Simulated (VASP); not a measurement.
## BeTe: single point with HSE06

BeTe:

```xyz
2
Lattice="0.0000 2.9336 2.7460 2.9336 0.0000 2.7460 2.9336 2.9336 0.0000" Properties=species:S:1:pos:R:3 pbc="T T T"
Be    0.0000    0.0000    0.0000
Te    1.4668    1.4668    1.3730
```

This cell differs from its parent crystal: epitaxial xy strain +3.7%.

```
Program             : VASP 6.6.1
Task                : single point
Functional          : HSE06
Potentials or basis : VASP PAW PBE potentials, release 64 (Be, Te)
Cutoff              : 520 eV
k mesh              : 6 × 6 × 6
Occupations         : gaussian, width 0.01 eV
Spin                : no spin polarisation
```

```json
{
 "Pressure": "-3.3 GPa",
 "Band gap on the k mesh": "2.31 eV (least direct gap 3.94 eV)"
}
```

Stress tensor (GPa, compression positive):
```
-4.48  0.00  0.00
 0.00 -4.48  0.00
 0.00  0.00 -0.79
```

Levels at points of the mesh, in eV from the valence-band top:
```csv
k point,band 1,band 2,band 3,band 4,band 5,band 6,band 7,band 8,band 9
"(0.00, 0.00, 0.00)",-13.26,-0.31,-0.31,0.00,3.94,4.25,4.38,4.38,9.06
"(0.50, 0.00, 0.00)",-11.89,-5.92,-1.59,-1.06,3.36,5.08,5.62,8.68,11.37
"(0.50, 0.50, 0.00)",-11.23,-5.28,-3.15,-3.15,2.31,2.88,10.52,10.52,12.50
"(0.50, 0.00, 0.50)",-11.47,-5.66,-2.76,-2.63,2.72,3.45,10.17,10.39,11.97
```

Wall time 26 min on 1 thread of AMD EPYC 7R13 Processor (Zen 3), on a shared host, peak memory 0.28 GiB.

Caveat: the cell differs from its parent crystal (epitaxial xy strain +3.7%); the cell stands under tension; the PAW data sets were made with another functional, which shifts forces and pressure a little; spin-orbit coupling is left out, which moves the levels of the heavy elements. A k mesh can miss the band edges.
